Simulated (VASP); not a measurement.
# Al2Cu (Immm) in VASP: a series of runs

Runs on Al2Cu. Level: PBE. Tasks: single point.

All numbers are computed with VASP 6.6.1; they aren't measurements. Logs are shortened: lines on timing, memory, paths and dates and some standing lists are left out, and cuts for length are marked.

## Step 1: The cell of the first run

It takes space group Immm (No. 71, orthorhombic). Conventional cell: a = 4.089 Å, b = 4.089 Å, c = 6.188 Å, α = 90.00°, β = 90.00°, γ = 90.00°. Al (site symmetry mm2) has 4 Cu at 2.51 to 2.62 Å and 6 Al at 2.90 to 3.29 Å within 3.3 Å. Cu (site symmetry mmm) has 8 Al at 2.51 to 2.62 Å within 3.3 Å.

## Step 2: Single point, PBE (atoms displaced along a vibrational mode, the cell strained)

The input, INCAR:

```
ALGO = Fast ; EDIFF = 1E-6
ENCUT = 520 ; GGA = PE
ISIF = 2 ; ISMEAR = 0
LASPH = T ; LCHARG = F
LREAL = F ; LWAVE = F
NBANDS = 16 ; NELM = 80
PREC = Accurate ; SIGMA = 0.15
```

The input, KPOINTS:

```
k-points
0
Gamma
  14 14 14
```

The input, POSCAR:

```
Al2Cu
1.0
   -2.0446004822      2.0446004822      3.0937994815
    2.0446004822     -2.0446004822      3.0937994815
    2.0446004822      2.0446004822     -3.0937994815
Al Cu
2 1
Direct
    0.7344366126      0.2344366126      0.5000000000
    0.2655633874      0.7655633874      0.5000000000
    0.5000000000      0.5000000000      0.0000000000
```

Potentials or basis: VASP PAW PBE potentials, release 64 (Al, Cu).

Started as:

```
cat potpaw_PBE.64/Al/POTCAR potpaw_PBE.64/Cu/POTCAR > POTCAR
mpirun -np 1 vasp_std > vasp.out
```

OUTCAR:

```text
EDIFF = 1E-6
   ENCUT = 520
   GGA = PE
   ISIF = 2
   ISMEAR = 0
   LASPH = T
   LREAL = F
   NELM = 80
   PREC = Accurate

 ion  position               nearest neighbor table
   1  0.734  0.234  0.500-   3 2.51   3 2.51   3 2.62   3 2.62   2 2.90   2 2.90   2 2.90   2 2.90
                             2 2.90   2 3.29
   2  0.266  0.766  0.500-   3 2.51   3 2.51   3 2.62   3 2.62   1 2.90   1 2.90   1 2.90   1 2.90
                             1 2.90   1 3.29
   3  0.500  0.500  0.000-   1 2.51   2 2.51   1 2.51   2 2.51   2 2.62   1 2.62   2 2.62   1 2.62

  LATTYP: Found a body centered tetragonal cell.
 ALAT       =     4.0892009644
 C/A-ratio  =     1.5131559972

  Lattice vectors:

 A1 = (  -2.0446004822,   2.0446004822,   3.0937994815)
 A2 = (   2.0446004822,  -2.0446004822,   3.0937994815)
 A3 = (   2.0446004822,   2.0446004822,  -3.0937994815)

Analysis of symmetry for initial positions (statically):
=====================================================================
 Subroutine PRICEL returns:
 Original cell was already a primitive cell.

 Routine SETGRP: Setting up the symmetry group for a
 body centered tetragonal supercell.

 Subroutine GETGRP returns: Found  8 space group operations
 (whereof  8 operations were pure point group operations)
 out of a pool of 16 trial point group operations.

The static configuration has the point symmetry D_2h.

Analysis of symmetry for dynamics (positions and initial velocities):
=====================================================================
 Subroutine PRICEL returns:
 Original cell was already a primitive cell.

 Routine SETGRP: Setting up the symmetry group for a
 body centered tetragonal supercell.

 Subroutine GETGRP returns: Found  8 space group operations
 (whereof  8 operations were pure point group operations)
 out of a pool of 16 trial point group operations.

The dynamic configuration has the point symmetry D_2h.

 Subroutine INISYM returns: Found  8 space group operations
 (whereof  8 operations are pure point group operations),
 and found     1 'primitive' translations

----------------------------------------------------------------------------------------

                                     Primitive cell

  volume of cell :      51.7332

  direct lattice vectors                    reciprocal lattice vectors
    -2.044600482  2.044600482  3.093799482     0.000000000  0.244546553  0.161613577
     2.044600482 -2.044600482  3.093799482     0.244546553  0.000000000  0.161613577
     2.044600482  2.044600482 -3.093799482     0.244546553  0.244546553  0.000000000

  length of vectors
     4.234663800  4.234663800  4.234663800     0.293124487  0.293124487  0.345841052

  position of ions in fractional coordinates (direct lattice)
     0.734436613  0.234436613  0.500000000
     0.265563387  0.765563387  0.500000000
     0.500000000  0.500000000  0.000000000

  ion indices of the primitive-cell ions
   primitive index   ion index
                 1           1
                 2           2
                 3           3

----------------------------------------------------------------------------------------

 KPOINTS: k-points

Automatic generation of k-mesh.
 Grid dimensions read from file:
 generate k-points for:   14   14   14

 Generating k-lattice:

  Cartesian coordinates                     Fractional coordinates (reciprocal lattice)
     0.000000000  0.017467611  0.011543827     0.071428571  0.000000000  0.000000000
     0.017467611  0.000000000  0.011543827     0.000000000  0.071428571  0.000000000
     0.017467611  0.017467611  0.000000000     0.000000000  0.000000000  0.071428571

  Length of vectors
     0.020937463  0.020937463  0.024702932

  Shift w.r.t. Gamma in fractional coordinates (k-lattice)
     0.000000000  0.000000000  0.000000000

 Subroutine IBZKPT returns following result:
 ===========================================

 Found    428 irreducible k-points:

 Following reciprocal coordinates:
            Coordinates               Weight
  0.000000  0.000000  0.000000      1.000000
  0.071429  0.000000  0.000000      4.000000
  0.000000  0.071429  0.000000      4.000000
  0.142857  0.000000  0.000000      4.000000
  0.000000  0.142857  0.000000      4.000000
  0.214286 -0.000000  0.000000      4.000000
[... 16 lines left out ...]
  0.357143  0.071429 -0.000000      8.000000
  0.000000  0.428571 -0.071429      8.000000
 [... further k-points ...]
   k-points           NKPTS =    428   k-points in BZ     NKDIM =    428   number of bands    NBANDS=     16
   number of dos      NEDOS =    301   number of ions     NIONS =      3
   total plane-waves  NPLWV =  32768
   dimension x,y,z NGX =    32 NGY =   32 NGZ =   32
   dimension x,y,z NGXF=    64 NGYF=   64 NGZF=   64
   ions per type =               2   1
   NGX,Y,Z   is equivalent  to a cutoff of  12.56, 12.56, 12.56 a.u.
   NGXF,Y,Z  is equivalent  to a cutoff of  25.13, 25.13, 25.13 a.u.
 SYSTEM =  unknown system
   PREC   = accura    normal or accurate (medium, high low for compatibility)
   ISTART =      0    job   : 0-new  1-cont  2-samecut
   ICHARG =      2    charge: 1-file 2-atom 10-const
   ISPIN  =      1    spin polarized calculation?
   LNONCOLLINEAR =      F non collinear calculations
   LSORBIT =      F    spin-orbit coupling
   LASPH  =      T    aspherical Exc in radial PAW
   ENCUT  =  520.0 eV  38.22 Ry    6.18 a.u.   7.87  7.87  7.87*2*pi/ulx,y,z
   NELM   =     80;   NELMIN=  2; NELMDL= -5     # of ELM steps
   EDIFF  = 0.1E-05   stopping-criterion for ELM
   LREAL  =      F    real-space projection
   EDIFFG = 0.1E-04   stopping-criterion for IOM
   NSW    =      0    number of steps for IOM
   IBRION =     -1    ionic relax: 0-MD 1-quasi-New 2-CG
   NFREE  =      0    steps in history (QN), initial steepest desc. (CG)
   ISIF   =      2    stress and relaxation
   ISYM   =      2    0-nonsym 1-usesym 2-fastsym
   POTIM  = 0.5000    time-step for ionic-motion
   TEBEG  =    0.0;   TEEND  =   0.0 temperature during run
   PSTRESS=    0.0 pullay stress
   NELECT =      17.0000    total number of electrons
   NUPDOWN=      -1.0000    fix difference up-down
   EMIN   =  10.00;   EMAX   =-10.00  energy-range for DOS
   EFERMI =   0.00;   METHOD = LEGACY
   ISMEAR =     0;   SIGMA  =   0.15  broadening in eV -4-tet -1-fermi 0-gaus
   EFERMI_NEDOS =   21; number of points for ismear=-14 and -15
   IALGO  =     68    algorithm
   IMIX   =      4    mixing-type and parameters
     AMIX     =   0.40;   BMIX     =  1.00
     AMIX_MAG =   1.60;   BMIX_MAG =  1.00
  volume/ion in A,a.u.               =      17.24       116.37
  Fermi-wavevector in a.u.,A,eV,Ry     =   1.129713  2.134848 17.364454  1.276251
  Thomas-Fermi vector in A             =   2.266407
   LORBIT       =      0    0 simple, 1 ext, 2 COOP (PROOUT), +10 PAW based schemes
   GGA     = PE    functional components
   LHFCALC =     F    Hartree Fock is set to
   AEXX    =    0.0000 exact exchange contribution
   IVDW    =     0    specifies the selected vdW correction
   LEPSILON=     F    determine dielectric tensor
   LRPA    =     F    only Hartree local field effects (RPA)
 non-spin polarized calculation
 RMM-DIIS sequential band-by-band and
 Gauss-broadening in eV      SIGMA  =   0.15
  energy-cutoff  :      520.00
  volume of cell :       51.73
 maximum number of plane-waves:      1420
   NGX = 15   NGY = 15   NGZ = 15

 number of electron      16.9999986 magnetization

 Free energy of the ion-electron system (eV)
  ---------------------------------------------------
  ext. energy  EPLUGINS =         0.00000000
  ---------------------------------------------------
  free energy    TOTEN  =       -11.62686195 eV

  energy without entropy =      -11.61656605  energy(sigma->0) =      -11.62171400

 E-fermi :   6.2372     XC(G=0): -10.1265

 val. band max:        6.2324608889   @ k =  -0.0714   0.5000   0.5000
 cond. band min:       6.2427654956   @ k =  -0.2143   0.4286   0.1429
 fundamental gap:      0.0103046067
 Fermi energy:         6.2371552166

 k-point     1 :       0.0000    0.0000    0.0000
  band No.  band energies     occupation
      1      -3.4784      2.00000
      2       1.9329      2.00000
      3       2.0212      2.00000
      4       2.0595      2.00000
      5       2.4917      2.00000
      6       2.5630      2.00000
[... 8 lines left out ...]
     15      12.8909      0.00000
     16      13.2837      0.00000

 k-point     2 :       0.0714    0.0000    0.0000
  band No.  band energies     occupation
      1      -3.4147      2.00000
      2       1.9434      2.00000
      3       2.0130      2.00000
      4       2.0489      2.00000
      5       2.4926      2.00000
      6       2.5602      2.00000
[... 8 lines left out ...]
     15      12.8224      0.00000
     16      12.8950      0.00000

 k-point     3 :       0.0000    0.0714    0.0000
  band No.  band energies     occupation
      1      -3.4132      2.00000
      2       1.9161      2.00000
      3       2.0278      2.00000
      4       2.0699      2.00000
      5       2.4878      2.00000
      6       2.5593      2.00000
[... 8 lines left out ...]
     15      12.5142      0.00000
     16      12.9689      0.00000

 k-point     4 :       0.1429    0.0000    0.0000
  band No.  band energies     occupation
      1      -3.2241      2.00000
      2       1.9519      2.00000
      3       1.9724      2.00000
      4       2.0488      2.00000
      5       2.4983      2.00000
      6       2.5533      2.00000
[... 8 lines left out ...]
     15      12.2249      0.00000
     16      12.4546      0.00000

 k-point     5 :       0.0000    0.1429    0.0000
  band No.  band energies     occupation
      1      -3.2182      2.00000
      2       1.8519      2.00000
      3       2.0575      2.00000
      4       2.0982      2.00000
      5       2.4783      2.00000
      6       2.5501      2.00000
[... 8 lines left out ...]
     15      11.8788      0.00000
     16      12.7400      0.00000

 k-point     6 :       0.2143   -0.0000    0.0000
  band No.  band energies     occupation
      1      -2.9099      2.00000
      2       1.8241      2.00000
      3       2.0130      2.00000
      4       2.0554      2.00000
      5       2.5145      2.00000
      6       2.5466      2.00000
[... 8 lines left out ...]
     15      12.1047      0.00000
     16      12.8694      0.00000
[... 267 lines left out ...]
 k-point    21 :       0.2857    0.0714    0.0000
  band No.  band energies     occupation
      1      -2.2667      2.00000
      2       1.5130      2.00000
      3       2.0554      2.00000
      4       2.0834      2.00000
      5       2.5210      2.00000
      6       2.5626      2.00000
[... 8 lines left out ...]
     15      13.1710      0.00000
     16      14.9000      0.00000

 k-point    22 :      -0.0000    0.3571   -0.0714
  band No.  band energies     occupation
      1      -2.2355      2.00000
      2       1.4334      2.00000
      3       2.1542      2.00000
      4       2.1898      2.00000
      5       2.4528      2.00000
      6       2.5603      2.00000
[... 8 lines left out ...]
     15      13.1589      0.00000
     16      14.8541      0.00000

 k-point    23 :       0.3571    0.0714   -0.0000
  band No.  band energies     occupation
      1      -1.7094      2.00000
      2       1.0456      2.00000
      3       2.0563      2.00000
      4       2.0989      2.00000
      5       2.5490      2.00000
      6       2.5649      2.00000
[... 8 lines left out ...]
     15      14.2864      0.00000
     16      15.8926      0.00000

 k-point    24 :       0.0000    0.4286   -0.0714
  band No.  band energies     occupation
      1      -1.6431      2.00000
      2       0.9526      2.00000
      3       2.1785      2.00000
      4       2.2161      2.00000
      5       2.4754      2.00000
      6       2.5657      2.00000
[... 8 lines left out ...]
     15      14.2746      0.00000
     16      15.8076      0.00000

 [... further k-points ...]

------------------------ aborting loop because EDIFF is reached ----------------------------------------

  FORCE on cell =-STRESS in cart. coord.  units (eV):
  Direction    XX          YY          ZZ          XY          YZ          ZX
  --------------------------------------------------------------------------------------
  -------------------------------------------------------------------------------------
  Total       -0.3649197     -1.7948690     -2.2231226      0.0000000      0.0000000      0.0000000
  in kB      -11.3015721    -55.5871309    -68.8501554      0.0000000      0.0000000      0.0000000
  external PRESSURE =     -45.2462861 kB  Pullay stress =       0.0000000 kB

 VOLUME and BASIS-vectors are now :
 -----------------------------------------------------------------------------
  energy-cutoff  :      520.00
  volume of cell :       51.73
      direct lattice vectors                 reciprocal lattice vectors
    -2.044600482  2.044600482  3.093799482     0.000000000  0.244546553  0.161613577
     2.044600482 -2.044600482  3.093799482     0.244546553  0.000000000  0.161613577
     2.044600482  2.044600482 -3.093799482     0.244546553  0.244546553  0.000000000

 POSITION                                       TOTAL-FORCE (eV/Angst)
 -----------------------------------------------------------------------------------
      0.00000      2.04460      1.45060         0.000000     -0.000000      0.375841
      2.04460      0.00000      1.64320        -0.000000      0.000000     -0.375841
      0.00000      0.00000      3.09380         0.000000      0.000000      0.000000
 -----------------------------------------------------------------------------------
    total drift:                               -0.000000      0.000000     -0.000000

  FREE ENERGIE OF THE ION-ELECTRON SYSTEM (eV)
  ---------------------------------------------------
  free  energy   TOTEN  =       -11.6268619529 eV

  energy  without entropy=      -11.6165660486  energy(sigma->0) =      -11.62171400
```

Run time: 2.1 min. Hardware: 1 thread of Intel Xeon 6975P-C (Granite Rapids), shared host; peak memory 0.45 GiB.

Results:

```
Free energy            : -11.6269 eV
Pressure               : -4.5 GPa
Largest force          : 0.376 eV/Å
Band gap on the k mesh : zero (an odd number of electrons rules out a gap without spin polarisation)
```

Forces on the atoms (eV/Å):
```
Al   0.000  0.000  0.376
Al   0.000  0.000 -0.376
Cu   0.000  0.000  0.000
```

Levels at points of the mesh, in eV from the Fermi level:
```csv
k point,band 6,band 7,band 8,band 9,band 10,band 11,band 12,band 13
"(0.00, 0.00, 0.00)",-3.67,2.43,2.48,2.57,2.80,3.05,3.29,3.39
"(0.50, 0.00, 0.00)",-3.67,-3.52,0.67,0.73,2.03,3.05,3.57,4.05
"(0.00, 0.50, 0.00)",-3.71,-3.66,-0.01,1.10,2.50,2.81,3.64,4.25
"(0.50, 0.50, 0.00)",-3.61,-3.38,-2.16,-1.70,-0.21,1.45,8.65,8.81
"(0.50, 0.50, 0.50)",-3.59,-3.57,-1.60,-1.50,0.52,1.86,8.80,10.06
```

Caveat: the cell differs from its parent crystal (atoms displaced along a vibrational mode, the cell strained); the cell stands under tension.

(Part 1 of 2 ends here.)
